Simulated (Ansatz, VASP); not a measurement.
**Two plane-wave programs on CdTe**

The input POSCAR:

```
CdTe
1.0
    0.0000000000      3.5647125785      3.2778966239
    3.2778966239      0.0000000000      3.2778966239
    3.2778966239      3.5647125785      0.0000000000
Cd Te
1 1
Direct
    0.0000000000      0.0000000000      0.0000000000
    0.7500000000      0.7500000000      0.7500000000
```

File INCAR.step1:

```
PREC     = Accurate       # precision mode
ENCUT    = 520            # plane-wave cutoff, eV
ISMEAR   = 0              # smearing method
SIGMA    = 0.05           # smearing width, eV
LREAL    = F              # projectors in reciprocal space
LASPH    = T              # aspherical terms in the spheres
NELM     = 80             # most SCF steps
NBANDS   = 16             # bands
GGA      = PE             # functional
ALGO     = Normal         # electronic algorithm
EDIFF    = 1E-4           # SCF threshold, eV
LWAVE    = T              # write WAVECAR
LCHARG   = F              # write CHGCAR
```

File INCAR.step2:

```
PREC     = Accurate       # precision mode
ENCUT    = 520            # plane-wave cutoff, eV
EDIFF    = 1E-6           # SCF threshold, eV
ISMEAR   = 0              # smearing method
SIGMA    = 0.05           # smearing width, eV
LREAL    = F              # projectors in reciprocal space
LASPH    = T              # aspherical terms in the spheres
NELM     = 80             # most SCF steps
ALGO     = Normal         # electronic algorithm
ISIF     = 2              # what is computed and relaxed
LWAVE    = F              # write WAVECAR
LCHARG   = F              # write CHGCAR
METAGGA  = R2SCAN         # meta-GGA
LMIXTAU  = T            
NBANDS   = 16             # bands
ISTART   = 1
```

File KPOINTS:

```
Automatic mesh
0
Gamma
  8 8 8
```

Input for Ansatz:

```yaml
crystal:
  lattice:
    - [0.0, 3.5647125785, 3.2778966239]
    - [3.2778966239, 0.0, 3.2778966239]
    - [3.2778966239, 3.5647125785, 0.0]
  atoms:
    - { symbol: Cd, position: [0.0, 0.0, 0.0] }
    - { symbol: Te, position: [0.75, 0.75, 0.75] }
basis:
  ecutwfc: 500
kpoints:
  mp_grid: { grid: [8, 8, 8] }
hamiltonian:
  xc: r2scan
scf:
  occupations: { method: gaussian, width: 0.05 }
output:
  forces: true
  stress: true
  eigenvalues: true
```

Change from the starting cell: strain +0.0875 x Voigt [0, 1, 0, 0, 0, 0], atoms carried along.

Alike in both runs: task single point; functional r2SCAN; k mesh 8 × 8 × 8; occupations gaussian, width 0.05 eV; no spin polarisation.

```csv
,VASP,Ansatz
version,VASP 6.6.1,Ansatz 0.2.0
potentials or method,"VASP PAW PBE potentials, release 64 (Cd, Te), cutoff 520 eV","scalar-relativistic, plane waves, PAW"
valence electrons in the cell,18,36
```

```csv
,VASP,Ansatz,Ansatz less VASP
gap on the k mesh at the Fermi level (eV),0.77,0.78,+0.010
least direct gap on the mesh (eV),0.77,0.78,+0.010
pressure (GPa),-2.8,-2.8,-0.08
"traceless stress, the component that is largest in VASP (GPa)",-1.20,-1.20,+0.001
```

VASP's potentials were made for PBE, not for r2SCAN. The functional is the same, so the differences come from potentials, cutoffs and numerics. VASP's potentials hold 18 valence electrons a cell and Ansatz's 36, so a difference there can come from the potentials and not from the codes.

Spin-orbit coupling is off throughout.
